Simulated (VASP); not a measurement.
# Pb (Fd-3m) in VASP: a series of runs, part 2 of 2

VASP 6.6.1. The steps go on from the part before.

## Step 4: Single point, PBEsol (42.30 Å³/atom)

This run uses another cell than the first one, of 42.30 Å³/atom.

Input file INCAR:

```
SYSTEM = Pb
  PREC = Accurate
  ENCUT = 520
  EDIFF = 1E-7
  ISMEAR = -1
  SIGMA = 0.05
  LREAL = .FALSE.
  LASPH = .TRUE.
  NELM = 80
  ALGO = Normal
  ISIF = 2
  LWAVE = .FALSE.
  LCHARG = .TRUE.
  GGA = PS
  LELF = .TRUE.
  LVHAR = .TRUE.
  NBANDS = 21
```

Input file KPOINTS:

```
regular mesh
0
G
  7 7 7
  0 0 0
```

Input file POSCAR:

```
Pb
1.0
    0.0000000000      3.4842552460      3.4842552460
    3.4842552460      0.0000000000      3.4842552460
    3.4842552460      3.4842552460      0.0000000000
Pb
2
Direct
    0.2500000000      0.2500000000      0.2500000000
    0.0000000000      0.0000000000      0.0000000000
```

Potentials or basis: VASP PAW PBE potentials, release 64 (Pb_d).

On the command line:

```
$ cat potpaw_PBE.64/Pb_d/POTCAR > POTCAR
$ mpirun -np 1 vasp_std > vasp.out
```

OUTCAR:

```text
SYSTEM = Pb
   PREC = Accurate
   ENCUT = 520
   EDIFF = 1E-7
   ISMEAR = -1
   LREAL = .FALSE.
   LASPH = .TRUE.
   NELM = 80
   ISIF = 2
   GGA = PS

 ion  position               nearest neighbor table
   1  0.250  0.250  0.250-   2 3.02   2 3.02   2 3.02   2 3.02
   2  0.000  0.000  0.000-   1 3.02   1 3.02   1 3.02   1 3.02

  LATTYP: Found a face centered cubic cell.
 ALAT       =     6.9685104920

  Lattice vectors:

 A1 = (   0.0000000000,   3.4842552460,   3.4842552460)
 A2 = (   3.4842552460,   0.0000000000,   3.4842552460)
 A3 = (   3.4842552460,   3.4842552460,   0.0000000000)

Analysis of symmetry for initial positions (statically):
=====================================================================
 Subroutine PRICEL returns:
 Original cell was already a primitive cell.

 Routine SETGRP: Setting up the symmetry group for a
 face centered cubic supercell.

 Subroutine GETGRP returns: Found 48 space group operations
 (whereof 24 operations were pure point group operations)
 out of a pool of 48 trial point group operations.

The static configuration has the point symmetry T_d .
 The point group associated with its full space group is O_h .

Analysis of symmetry for dynamics (positions and initial velocities):
=====================================================================
 Subroutine PRICEL returns:
 Original cell was already a primitive cell.

 Routine SETGRP: Setting up the symmetry group for a
 face centered cubic supercell.

 Subroutine GETGRP returns: Found 48 space group operations
 (whereof 24 operations were pure point group operations)
 out of a pool of 48 trial point group operations.

The dynamic configuration has the point symmetry T_d .
 The point group associated with its full space group is O_h .

 Subroutine INISYM returns: Found 48 space group operations
 (whereof 24 operations are pure point group operations),
 and found     1 'primitive' translations

----------------------------------------------------------------------------------------

                                     Primitive cell

  volume of cell :      84.5980

  direct lattice vectors                    reciprocal lattice vectors
     0.000000000  3.484255246  3.484255246    -0.143502690  0.143502690  0.143502690
     3.484255246  0.000000000  3.484255246     0.143502690 -0.143502690  0.143502690
     3.484255246  3.484255246  0.000000000     0.143502690  0.143502690 -0.143502690

  length of vectors
     4.927481024  4.927481024  4.927481024     0.248553950  0.248553950  0.248553950

  position of ions in fractional coordinates (direct lattice)
     0.250000000  0.250000000  0.250000000
     0.000000000  0.000000000  0.000000000

  ion indices of the primitive-cell ions
   primitive index   ion index
                 1           1
                 2           2

----------------------------------------------------------------------------------------

 KPOINTS: regular mesh

Automatic generation of k-mesh.
 Grid dimensions read from file:
 generate k-points for:    7    7    7

 Generating k-lattice:

  Cartesian coordinates                     Fractional coordinates (reciprocal lattice)
    -0.020500384  0.020500384  0.020500384     0.142857143  0.000000000  0.000000000
     0.020500384 -0.020500384  0.020500384     0.000000000  0.142857143  0.000000000
     0.020500384  0.020500384 -0.020500384     0.000000000  0.000000000  0.142857143

  Length of vectors
     0.035507707  0.035507707  0.035507707

  Shift w.r.t. Gamma in fractional coordinates (k-lattice)
     0.000000000  0.000000000  0.000000000

 Subroutine IBZKPT returns following result:
 ===========================================

 Found     20 irreducible k-points:

 Following reciprocal coordinates:
            Coordinates               Weight
  0.000000  0.000000  0.000000      1.000000
  0.142857  0.000000  0.000000      8.000000
  0.285714  0.000000  0.000000      8.000000
  0.428571  0.000000  0.000000      8.000000
  0.142857  0.142857  0.000000      6.000000
  0.285714  0.142857  0.000000     24.000000
[... 12 lines left out ...]
 -0.428571  0.428571  0.142857     24.000000
 -0.285714  0.428571  0.142857     24.000000
   k-points           NKPTS =     20   k-points in BZ     NKDIM =     20   number of bands    NBANDS=     21
   number of dos      NEDOS =    301   number of ions     NIONS =      2
   total plane-waves  NPLWV =  64000
   dimension x,y,z NGX =    40 NGY =   40 NGZ =   40
   dimension x,y,z NGXF=    80 NGYF=   80 NGZF=   80
   ions per type =               2
   NGX,Y,Z   is equivalent  to a cutoff of  13.50, 13.50, 13.50 a.u.
   NGXF,Y,Z  is equivalent  to a cutoff of  26.99, 26.99, 26.99 a.u.
 SYSTEM =  Pb
   PREC   = accura    normal or accurate (medium, high low for compatibility)
   ISTART =      0    job   : 0-new  1-cont  2-samecut
   ICHARG =      2    charge: 1-file 2-atom 10-const
   ISPIN  =      1    spin polarized calculation?
   LNONCOLLINEAR =      F non collinear calculations
   LSORBIT =      F    spin-orbit coupling
   LASPH  =      T    aspherical Exc in radial PAW
   ENCUT  =  520.0 eV  38.22 Ry    6.18 a.u.   9.16  9.16  9.16*2*pi/ulx,y,z
   NELM   =     80;   NELMIN=  2; NELMDL= -5     # of ELM steps
   EDIFF  = 0.1E-06   stopping-criterion for ELM
   LREAL  =      F    real-space projection
   EDIFFG = 0.1E-05   stopping-criterion for IOM
   NSW    =      0    number of steps for IOM
   IBRION =     -1    ionic relax: 0-MD 1-quasi-New 2-CG
   NFREE  =      0    steps in history (QN), initial steepest desc. (CG)
   ISIF   =      2    stress and relaxation
   ISYM   =      2    0-nonsym 1-usesym 2-fastsym
   POTIM  = 0.5000    time-step for ionic-motion
   TEBEG  =    0.0;   TEEND  =   0.0 temperature during run
   PSTRESS=    0.0 pullay stress
   NELECT =      28.0000    total number of electrons
   NUPDOWN=      -1.0000    fix difference up-down
   EMIN   =  10.00;   EMAX   =-10.00  energy-range for DOS
   EFERMI =   0.00;   METHOD = LEGACY
   ISMEAR =    -1;   SIGMA  =   0.05  broadening in eV -4-tet -1-fermi 0-gaus
   EFERMI_NEDOS =   21; number of points for ismear=-14 and -15
   IALGO  =     38    algorithm
   IMIX   =      4    mixing-type and parameters
     AMIX     =   0.40;   BMIX     =  1.00
     AMIX_MAG =   1.60;   BMIX_MAG =  1.00
  volume/ion in A,a.u.               =      42.30       285.45
  Fermi-wavevector in a.u.,A,eV,Ry     =   1.132420  2.139964 17.447773  1.282375
  Thomas-Fermi vector in A             =   2.269121
   LORBIT       =      0    0 simple, 1 ext, 2 COOP (PROOUT), +10 PAW based schemes
   GGA     = PS    functional components
   LHFCALC =     F    Hartree Fock is set to
   AEXX    =    0.0000 exact exchange contribution
   IVDW    =     0    specifies the selected vdW correction
   LEPSILON=     F    determine dielectric tensor
   LRPA    =     F    only Hartree local field effects (RPA)
 non-spin polarized calculation
  energy-cutoff  :      520.00
  volume of cell :       84.60
 maximum number of plane-waves:      2293
 NGX is ok and might be reduce to    40
   NGX = 19   NGY = 19   NGZ = 19

 number of electron      27.9999998 magnetization

 Free energy of the ion-electron system (eV)
  ---------------------------------------------------
  ext. energy  EPLUGINS =         0.00000000
  ---------------------------------------------------
  free energy    TOTEN  =        -7.34593010 eV

  energy without entropy =       -7.33975493  energy(sigma->0) =       -7.34284252

 E-fermi :   3.8218     XC(G=0):  -8.4494

 val. band max:        3.7957292595   @ k =  -0.1429   0.1429   0.0000
 cond. band min:       3.8317508915   @ k =   0.1429   0.0000   0.0000
 fundamental gap:      0.0360216320
 Fermi energy:         3.8218378440

 k-point     1 :       0.0000    0.0000    0.0000
  band No.  band energies     occupation
      1     -13.2349      2.00000
      2     -13.2349      2.00000
      3     -13.2349      2.00000
      4     -13.1633      2.00000
      5     -13.1633      2.00000
      6     -12.7716      2.00000
[... 13 lines left out ...]
     20      11.7215      0.00000
     21      11.7215      0.00000
[... 433 lines left out ...]
 k-point    20 :      -0.2857    0.4286    0.1429
  band No.  band energies     occupation
      1     -13.3253      2.00000
      2     -13.3095      2.00000
      3     -13.1121      2.00000
      4     -13.0267      2.00000
      5     -12.9937      2.00000
      6     -12.9544      2.00000
[... 13 lines left out ...]
     20      12.1743      0.00000
     21      13.2292      0.00000

------------------------ aborting loop because EDIFF is reached ----------------------------------------

  FORCE on cell =-STRESS in cart. coord.  units (eV):
  Direction    XX          YY          ZZ          XY          YZ          ZX
  --------------------------------------------------------------------------------------
  -------------------------------------------------------------------------------------
  Total       -0.4097567     -0.4097567     -0.4097567      0.0000000     -0.0000000      0.0000000
  in kB       -7.7602695     -7.7602695     -7.7602695      0.0000000     -0.0000000      0.0000000
  external PRESSURE =      -7.7602695 kB  Pullay stress =       0.0000000 kB

 VOLUME and BASIS-vectors are now :
 -----------------------------------------------------------------------------
  energy-cutoff  :      520.00
  volume of cell :       84.60
      direct lattice vectors                 reciprocal lattice vectors
     0.000000000  3.484255246  3.484255246    -0.143502690  0.143502690  0.143502690
     3.484255246  0.000000000  3.484255246     0.143502690 -0.143502690  0.143502690
     3.484255246  3.484255246  0.000000000     0.143502690  0.143502690 -0.143502690

 POSITION                                       TOTAL-FORCE (eV/Angst)
 -----------------------------------------------------------------------------------
      1.74213      1.74213      1.74213         0.000000      0.000000      0.000000
      0.00000      0.00000      0.00000        -0.000000     -0.000000     -0.000000
 -----------------------------------------------------------------------------------
    total drift:                               -0.000000     -0.000000      0.000000

  FREE ENERGIE OF THE ION-ELECTRON SYSTEM (eV)
  ---------------------------------------------------
  free  energy   TOTEN  =        -7.3459301050 eV

  energy  without entropy=       -7.3397549304  energy(sigma->0) =       -7.34284252
```

OSZICAR:

```text
N       E                     dE             d eps       ncg     rms          rms(c)
DAV:   1     0.293735995251E+03    0.29374E+03   -0.13558E+04   840   0.144E+03
DAV:   2     0.145896017739E+02   -0.27915E+03   -0.27365E+03   840   0.393E+02
DAV:   3    -0.655875382813E+01   -0.21148E+02   -0.21008E+02  1005   0.136E+02
DAV:   4    -0.734348337193E+01   -0.78473E+00   -0.78446E+00   985   0.316E+01
DAV:   5    -0.739089881511E+01   -0.47415E-01   -0.47414E-01  1296   0.681E+00    0.148E+00
DAV:   6    -0.735873159114E+01    0.32167E-01   -0.34526E-02  1152   0.270E+00    0.829E-01
DAV:   7    -0.734539090935E+01    0.13341E-01   -0.26976E-02  1155   0.213E+00    0.165E-01
DAV:   8    -0.734572731928E+01   -0.33641E-03   -0.42611E-03  1045   0.725E-01    0.389E-02
DAV:   9    -0.734592058661E+01   -0.19327E-03   -0.25208E-04  1068   0.144E-01    0.987E-03
DAV:  10    -0.734592813386E+01   -0.75473E-05   -0.13712E-05  1076   0.308E-02    0.486E-03
DAV:  11    -0.734593015361E+01   -0.20198E-05   -0.26498E-06   935   0.114E-02    0.502E-04
DAV:  12    -0.734593010498E+01    0.48628E-07   -0.13235E-07   956   0.271E-03
   1 F= -.73459301E+01 E0= -.73428425E+01  d E =-.617517E-02
```

Run time: 28 s. Hardware: 1 thread of Intel Xeon Platinum 8488C (Sapphire Rapids), shared host; peak memory 0.23 GiB.

What came out:

```
Free energy            : -7.3459 eV
Pressure               : -0.8 GPa
Band gap on the k mesh : zero (bands 14 and 15 overlap by 1.05 eV)
```

Caveat: the PAW data sets were made with another functional, which shifts forces and pressure a little; spin-orbit coupling is left out, which moves the levels of the heavy elements.

## Step 5: Summary

```csv
level,cell,k mesh,grid for exact exchange (PRECFOCK),share of exact exchange,screening parameter,gap on the mesh (eV),pressure (GPa)
HSE06,"a = 4.952 Å, angles 60.0°, 2 atoms",4 × 4 × 4,Normal,0.25,0.2079 1/Å,none,-0.1
PBEsol,"a = 4.831 Å, angles 60.0°, 2 atoms",7 × 7 × 7,-,-,-,none,1.1
PBEsol,"a = 4.927 Å, angles 60.0°, 2 atoms",7 × 7 × 7,-,-,-,none,-0.8
```

Alike in all rows: task single point; potentials or basis VASP PAW PBE potentials, release 64 (Pb_d); no spin polarisation; cutoff (eV) 520; smearing fermi-dirac 0.05 eV.

Caveats: some runs use coarse meshes; the PAW data sets were made with another functional, which shifts forces and pressure a little; spin-orbit coupling is left out, which moves the levels of the heavy elements.

Absolute energies hang on the potentials; compare differences alone.

The gap in the log of VASP goes by the Fermi energy; the results here count the filled bands.